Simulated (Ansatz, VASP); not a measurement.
MgZnS: VASP beside Ansatz

Contents of INCAR:

```
PREC = Accurate
ENCUT = 600
EDIFF = 1E-6
ISMEAR = 0
SIGMA = 0.2
LREAL = F
LASPH = T
NELM = 120
ALGO = Normal
ISIF = 2
LWAVE = F
LCHARG = T
GGA = PE
LELF = T
LVHAR = T
NBANDS = 52
GGA_COMPAT = F
```

KPOINTS

```
Automatic mesh
0
Gamma
  6 4 4
```

The input POSCAR:

```
MgZnS
1.0
    3.6419124339      0.0000000000      0.0000000000
    0.0000000000      7.2838248678      0.0000000000
    0.0000000000      0.0000000000      8.1594203713
Mg Zn S
4 4 4
Direct
    0.5000000000      0.0000000000      0.8284927710
    0.5000000000      0.5000000000      0.8284927710
    0.0000000000      0.2500000000      0.1715072290
    0.0000000000      0.7500000000      0.1715072290
    0.0000000000      0.2500000000      0.5359909422
    0.0000000000      0.7500000000      0.5359909422
    0.5000000000      0.5000000000      0.4640090578
    0.5000000000      0.0000000000      0.4640090578
    0.0000000000      0.2500000000      0.8410113420
    0.0000000000      0.7500000000      0.8410113420
    0.5000000000      0.0000000000      0.1589886580
    0.5000000000      0.5000000000      0.1589886580
```

Input for Ansatz:

```yaml
crystal:
  lattice:
    - [3.6419124537, 0.0, 0.0]
    - [0.0, 7.2838249073, 0.0]
    - [0.0, 0.0, 8.1594203475]
  atoms:
    - { symbol: Mg, position: [0.5, 0.0, 0.8284927647] }
    - { symbol: Mg, position: [0.5, 0.5, 0.8284927647] }
    - { symbol: Mg, position: [0.0, 0.25, 0.1715072353] }
    - { symbol: Mg, position: [1.0, 0.75, 0.1715072353] }
    - { symbol: Zn, position: [0.0, 0.25, 0.5359909247] }
    - { symbol: Zn, position: [0.0, 0.75, 0.5359909247] }
    - { symbol: Zn, position: [0.5, 0.5, 0.4640090753] }
    - { symbol: Zn, position: [0.5, 0.0, 0.4640090753] }
    - { symbol: S, position: [0.0, 0.25, 0.8410113626] }
    - { symbol: S, position: [1.0, 0.75, 0.8410113626] }
    - { symbol: S, position: [0.5, 0.0, 0.1589886374] }
    - { symbol: S, position: [0.5, 0.5, 0.1589886374] }
basis:
  ecutwfc: 420
kpoints:
  mp_grid: { grid: [6, 4, 4] }
hamiltonian:
  xc: pbe
scf:
  occupations: { method: gaussian, width: 0.2 }
  lower_state_search: "off"
output:
  forces: true
  stress: true
  eigenvalues: true
```

Alike in both runs: task single point; functional PBE; k mesh 6 × 4 × 4; occupations gaussian, width 0.2 eV; no spin polarisation.

|  | VASP | Ansatz |
| --- | --- | --- |
| version | VASP 6.6.1 | Ansatz 0.2.0 |
| potentials or method | VASP PAW PBE potentials, release 64 (Mg, Zn, S), cutoff 600 eV | scalar-relativistic, plane waves, PAW |
| valence electrons in the cell | 80 | 112 |

```tsv
	VASP	Ansatz	Ansatz less VASP
gap on the k mesh at the Fermi level (eV)	none	none	-
pressure (GPa)	-0.2	-0.1	+0.10
traceless stress, the component that is largest in VASP (GPa)	-0.66	-0.63	+0.033
rms of the force components (eV/Å)	0.005	0.007	+0.0027
```

Atom by atom the forces differ by 0.006 eV/Å (rms over components). A gap of «none» marks a metal or a gap that the smearing closes. VASP's potentials hold 80 valence electrons a cell and Ansatz's 112, so a difference there can come from the potentials and not from the codes.
